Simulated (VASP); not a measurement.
# Ba (Fd-3m) in VASP: notebook

The runs below take Ba through single point, with PBEsol.

All numbers are computed with VASP 6.6.1; they aren't measurements. Logs are shortened: lines on timing, memory, paths and dates and some standing lists are left out, and cuts for length are marked.

**1. The cell of the first run**

It takes space group Fd-3m (No. 227, cubic). Conventional cell: a = 7.100 Å, b = 7.100 Å, c = 7.100 Å, α = 90.00°, β = 90.00°, γ = 90.00°. Ba (site symmetry -43m) has 4 Ba at 3.07 Å within 4.0 Å.

This isn't the form of Ba at room conditions, which is bcc.

**2. Single point, PBEsol (44.74 Å³/atom)**

Input file POSCAR:

```
Ba
1.0
    0.0000000000      3.5501148489      3.5501148489
    3.5501148489      0.0000000000      3.5501148489
    3.5501148489      3.5501148489      0.0000000000
Ba
2
Direct
   -0.1250000000     -0.1250000000     -0.1250000000
    0.1250000000      0.1250000000      0.1250000000
```

Input file INCAR.step1:

```
SYSTEM = Ba
ALGO     = Normal         ! electronic algorithm
EDIFF    = 1E-6           ! SCF threshold, eV
ENCUT    = 520            ! plane-wave cutoff, eV
GGA      = PS             ! functional
ISIF     = 2              ! what is computed and relaxed
ISMEAR   = -1             ! smearing method
LASPH    = .TRUE.         ! aspherical terms in the spheres
LCHARG   = .TRUE.         ! write CHGCAR
LREAL    = .FALSE.        ! projectors in reciprocal space
LWAVE    = .FALSE.        ! write WAVECAR
NBANDS   = 17             ! bands
NELM     = 80             ! most SCF steps
PREC     = Accurate       ! precision mode
SIGMA    = 0.05           ! smearing width, eV
```

Input file KPOINTS.step1:

```
k-points
0
G
  9 9 9
  0 0 0
```

Input file INCAR.step2:

```
SYSTEM = Ba
ALGO     = Normal         ! electronic algorithm
EDIFF    = 1E-6           ! SCF threshold, eV
ENCUT    = 520            ! plane-wave cutoff, eV
GGA      = PS             ! functional
ICHARG   = 11             ! starting density
ISIF     = 2              ! what is computed and relaxed
ISMEAR   = -5             ! smearing method
LASPH    = .TRUE.         ! aspherical terms in the spheres
LCHARG   = .FALSE.        ! write CHGCAR
LORBIT   = 11             ! projections on sites
LREAL    = .FALSE.        ! projectors in reciprocal space
LWAVE    = .FALSE.        ! write WAVECAR
NEDOS    = 2001           ! points of the DOS
NELM     = 80             ! most SCF steps
PREC     = Accurate       ! precision mode
SIGMA    = 0.05           ! smearing width, eV
```

Input file KPOINTS.step2:

```
k-points
0
G
  14 14 14
  0 0 0
```

Potentials or basis: VASP PAW PBE potentials, release 64 (Ba_sv).

Started as:

```console
$ cat potpaw_PBE.64/Ba_sv/POTCAR > POTCAR
$ cp INCAR.step1 INCAR
$ cp KPOINTS.step1 KPOINTS
$ mpirun -np 1 vasp_std > vasp.out
$ cp INCAR.step2 INCAR
$ cp KPOINTS.step2 KPOINTS
$ mpirun -np 1 vasp_std > vasp.out
```

OUTCAR:

```text
SYSTEM = Ba
   EDIFF = 1E-6
   ENCUT = 520
   GGA = PS
   ICHARG = 11
   ISIF = 2
   ISMEAR = -5
   LASPH = .TRUE.
   LORBIT = 11
   LREAL = .FALSE.
   NELM = 80
   PREC = Accurate

 ion  position               nearest neighbor table
   1  0.875  0.875  0.875-   2 3.07   2 3.07   2 3.07   2 3.07
   2  0.125  0.125  0.125-   1 3.07   1 3.07   1 3.07   1 3.07

  LATTYP: Found a face centered cubic cell.
 ALAT       =     7.1002296978

  Lattice vectors:

 A1 = (   0.0000000000,   3.5501148489,   3.5501148489)
 A2 = (   3.5501148489,   0.0000000000,   3.5501148489)
 A3 = (   3.5501148489,   3.5501148489,   0.0000000000)

Analysis of symmetry for initial positions (statically):
=====================================================================
 Subroutine PRICEL returns:
 Original cell was already a primitive cell.

 Routine SETGRP: Setting up the symmetry group for a
 face centered cubic supercell.

 Subroutine GETGRP returns: Found 48 space group operations
 (whereof 12 operations were pure point group operations)
 out of a pool of 48 trial point group operations.

The static configuration has the point symmetry D_3d.
 The point group associated with its full space group is O_h .

Analysis of symmetry for dynamics (positions and initial velocities):
=====================================================================
 Subroutine PRICEL returns:
 Original cell was already a primitive cell.

 Routine SETGRP: Setting up the symmetry group for a
 face centered cubic supercell.

 Subroutine GETGRP returns: Found 48 space group operations
 (whereof 12 operations were pure point group operations)
 out of a pool of 48 trial point group operations.

The dynamic configuration has the point symmetry D_3d.
 The point group associated with its full space group is O_h .

 Subroutine INISYM returns: Found 48 space group operations
 (whereof 12 operations are pure point group operations),
 and found     1 'primitive' translations

----------------------------------------------------------------------------------------

                                     Primitive cell

  volume of cell :      89.4864

  direct lattice vectors                    reciprocal lattice vectors
     0.000000000  3.550114849  3.550114849    -0.140840514  0.140840514  0.140840514
     3.550114849  0.000000000  3.550114849     0.140840514 -0.140840514  0.140840514
     3.550114849  3.550114849  0.000000000     0.140840514  0.140840514 -0.140840514

  length of vectors
     5.020620567  5.020620567  5.020620567     0.243942926  0.243942926  0.243942926
[... 102 lines left out ...]
     AMIX     =   0.40;   BMIX     =  1.00
     AMIX_MAG =   1.60;   BMIX_MAG =  1.00
  volume/ion in A,a.u.               =      44.74       301.94
  Fermi-wavevector in a.u.,A,eV,Ry     =   0.993495  1.877434 13.429395  0.987033
  Thomas-Fermi vector in A             =   2.125381
   LORBIT       =     11    0 simple, 1 ext, 2 COOP (PROOUT), +10 PAW based schemes
   GGA     = PS    functional components
   LHFCALC =     F    Hartree Fock is set to
   AEXX    =    0.0000 exact exchange contribution
   IVDW    =     0    specifies the selected vdW correction
   LEPSILON=     F    determine dielectric tensor
   LRPA    =     F    only Hartree local field effects (RPA)
 non-spin polarized calculation
 Fermi weights with tetrahedron method with Bloechl corrections
  energy-cutoff  :      520.00
  volume of cell :       89.49
 maximum number of plane-waves:      2450
 NGX is ok and might be reduce to    40

 number of electron      20.0000001 magnetization

 Free energy of the ion-electron system (eV)
  ---------------------------------------------------
  ext. energy  EPLUGINS =         0.00000000
  ---------------------------------------------------
  free energy    TOTEN  =        -2.31129852 eV

  energy without entropy =       -2.31129852  energy(sigma->0) =       -2.31129852

 E-fermi :   2.4086     XC(G=0):  -8.5627

 val. band max:        2.4325399526   @ k =   0.0714   0.0000   0.0000
 cond. band min:       2.3130153296   @ k =  -0.3571   0.2143   0.0000
 fundamental gap:     -0.1195246230
 Fermi energy:         2.4086201978

 k-point     1 :       0.0000    0.0000    0.0000
  band No.  band energies     occupation
      1     -26.9990      2.00000
      2     -25.5887      2.00000
      3     -12.5945      2.00000
      4     -12.5945      2.00000
      5     -12.5945      2.00000
      6     -10.7482      2.00000
      7     -10.7482      2.00000
      8     -10.7482      2.00000
      9       0.4343      2.00000
     10       2.4773     -0.14954
     11       2.4773      0.00000
     12       4.1669      0.00000
     13       4.1669      0.00000
     14       4.1669      0.00000
[... 377 lines left out ...]
      1     -26.8367      2.00000
      2     -25.7920      2.00000
      3     -12.8384      2.00000
      4     -12.8210      2.00000
      5     -12.4105      2.00000
      6     -10.8847      2.00000
      7     -10.4310      2.00000
      8     -10.4140      2.00000
      9       1.4465      2.00000
     10       1.7405      2.00000
     11       2.8232      0.00000
     12       3.9311      0.00000
     13       4.2325      0.00000
     14       4.6384      0.00000

 [... further k-points ...]

------------------------ aborting loop because EDIFF is reached ----------------------------------------

  FORCE on cell =-STRESS in cart. coord.  units (eV):
  Direction    XX          YY          ZZ          XY          YZ          ZX
  --------------------------------------------------------------------------------------
  -------------------------------------------------------------------------------------
  Total        2.2337850      2.2337850      2.2337850     -0.0000000      0.0000000      0.0000000
  in kB       39.9939907     39.9939907     39.9939907     -0.0000000      0.0000000      0.0000000
  external PRESSURE =      39.9939907 kB  Pullay stress =       0.0000000 kB

 VOLUME and BASIS-vectors are now :
 -----------------------------------------------------------------------------
  energy-cutoff  :      520.00
  volume of cell :       89.49
      direct lattice vectors                 reciprocal lattice vectors
     0.000000000  3.550114849  3.550114849    -0.140840514  0.140840514  0.140840514
     3.550114849  0.000000000  3.550114849     0.140840514 -0.140840514  0.140840514
     3.550114849  3.550114849  0.000000000     0.140840514  0.140840514 -0.140840514

 POSITION                                       TOTAL-FORCE (eV/Angst)
 -----------------------------------------------------------------------------------
      6.21270      6.21270      6.21270        -0.000000      0.000000     -0.000000
      0.88753      0.88753      0.88753         0.000000     -0.000000      0.000000
 -----------------------------------------------------------------------------------
    total drift:                                0.000000      0.000000     -0.000000

  FREE ENERGIE OF THE ION-ELECTRON SYSTEM (eV)
  ---------------------------------------------------
  free  energy   TOTEN  =        -2.3112985207 eV

  energy  without entropy=       -2.3112985207  energy(sigma->0) =       -2.31129852

 total charge

# of ion       s       p       d       tot
------------------------------------------
    1        1.999   5.505   0.750   8.254
    2        1.999   5.505   0.750   8.254
--------------------------------------------------
tot          3.998  11.009   1.500  16.507
```

Wall time 2.2 min (1 thread of Oxide Virtual Turin-like, shared host); peak memory 0.26 GiB.

Results:

```
Valence electrons inside the program's atomic spheres : Ba 8.25
```

Caveat: the PAW data sets were made with another functional, which shifts forces and pressure a little; spin-orbit coupling is left out, which moves the levels of the heavy elements.

**3. Single point, PBEsol (50.84 Å³/atom)**

This run uses another cell than the first one, of 50.84 Å³/atom.

Input file POSCAR:

```
Ba
1.0
    0.0000000000      3.7046584883      3.7046584883
    3.7046584883      0.0000000000      3.7046584883
    3.7046584883      3.7046584883      0.0000000000
Ba
2
Direct
   -0.1250000000     -0.1250000000     -0.1250000000
    0.1250000000      0.1250000000      0.1250000000
```

Input file INCAR.step1:

```
  ALGO = Normal
  EDIFF = 1E-7
  ENCUT = 520
  GGA = PS
  ISIF = 2
  ISMEAR = -1
  LASPH = T
  LCHARG = T
  LREAL = F
  LWAVE = F
  NBANDS = 17
  NELM = 60
  PREC = Accurate
  SIGMA = 0.05
```

Input file KPOINTS.step1:

```
k-points
0
Gamma
  9 9 9
```

Input file INCAR.step2:

```
  ALGO = Normal
  EDIFF = 1E-7
  ENCUT = 520
  GGA = PS
  ICHARG = 11
  ISIF = 2
  ISMEAR = -5
  LASPH = T
  LCHARG = F
  LORBIT = 11
  LREAL = F
  LWAVE = F
  NBANDS = 17
  NEDOS = 1001
  NELM = 60
  PREC = Accurate
  SIGMA = 0.05
```

Input file KPOINTS.step2:

```
k-points
0
Gamma
  14 14 14
```

Potentials or basis: VASP PAW PBE potentials, release 64 (Ba_sv).

Started as:

```console
$ cat potpaw_PBE.64/Ba_sv/POTCAR > POTCAR
$ cp INCAR.step1 INCAR
$ cp KPOINTS.step1 KPOINTS
$ mpirun -np 1 vasp_std > vasp.out
$ cp INCAR.step2 INCAR
$ cp KPOINTS.step2 KPOINTS
$ mpirun -np 1 vasp_std > vasp.out
```

It took 2.3 min on 1 thread of Oxide Virtual Turin-like, shared host; peak memory 0.29 GiB.

It converged, with:

| Property | Result |
| --- | --- |
| Valence electrons inside the program's atomic spheres | Ba 8.16 |

Levels at points of the mesh, in eV from the Fermi level:
```tsv
k point	band 7	band 8	band 9	band 10	band 11	band 12	band 13	band 14
(0.00, 0.00, 0.00)	-13.49	-13.49	-2.09	0.10	0.10	1.46	1.46	1.46
(0.50, 0.00, 0.00)	-13.24	-13.24	-0.23	-0.05	0.22	0.22	1.06	1.06
(0.50, 0.50, 0.00)	-12.97	-12.97	-0.82	-0.82	1.09	1.09	2.17	2.17
```

Caveat: the PAW data sets were made with another functional, which shifts forces and pressure a little; spin-orbit coupling is left out, which moves the levels of the heavy elements.
